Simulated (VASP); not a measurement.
Set up this calculation in VASP 6.6.1, as the native input.

```yaml
Task: single point
Functional: PBE
Potentials_or_basis: VASP PAW PBE potentials, release 64 (B, Sb, Al)
Cutoff: 520 eV
k_mesh: 6 × 6 × 6
Occupations: gaussian, width 0.01 eV
Spin: no spin polarisation
Dipole_correction: no
Further_INCAR_settings: ALGO = Normal; EDIFF = 1e-07; NBANDS = 26
```

The structure of AlB3Sb4 lies in POSCAR:

```
AlB3Sb4
1.0
   -2.7542636692      2.7542636692      5.4700860684
    2.7542636692     -2.7542636692      5.4700860684
    2.7542636692      2.7542636692     -5.4700860684
B Sb Al
3 4 1
Direct
    0.7500000000      0.2500000000      0.5000000000
    0.5000000000      0.5000000000      0.0000000000
    0.2500000000      0.7500000000      0.5000000000
    0.1402355735      0.5942214578      0.0000000000
    0.8597644265      0.8597644265      0.4539858843
    0.5942214578      0.1402355735      0.0000000000
    0.4057785422      0.4057785422      0.5460141157
    0.0000000000      0.0000000000      0.0000000000
```

The input as run:

INCAR

```
PREC = Accurate
ENCUT = 520
EDIFF = 1E-7
ISMEAR = 0
SIGMA = 0.01
LREAL = F
LASPH = T
NELM = 100
ALGO = Normal
ISIF = 2
LWAVE = F
LCHARG = F
GGA = PE
NBANDS = 26
```

KPOINTS

```
regular mesh
0
Gamma
  6 6 6
```

Potentials or basis: VASP PAW PBE potentials, release 64 (B, Sb, Al).

Command:

```bash
$ cat potpaw_PBE.64/B/POTCAR potpaw_PBE.64/Sb/POTCAR potpaw_PBE.64/Al/POTCAR > POTCAR
$ mpirun -np 1 vasp_std > vasp.out
```

It gave:

```
Pressure               : 1.5 GPa
Largest force          : 0.102 eV/Å
Band gap on the k mesh : 0.31 eV
```

Caveat: semilocal functionals underestimate gaps, and a narrow one can read as zero; spin-orbit coupling is left out, which moves the levels of the heavy elements.

Run time: 3.3 min on 1 thread of Intel(R) Xeon(R) Platinum 8259CL CPU @ 2.50GHz (Skylake/Cascade Lake), with other jobs on the host, peak memory 0.4 GiB.
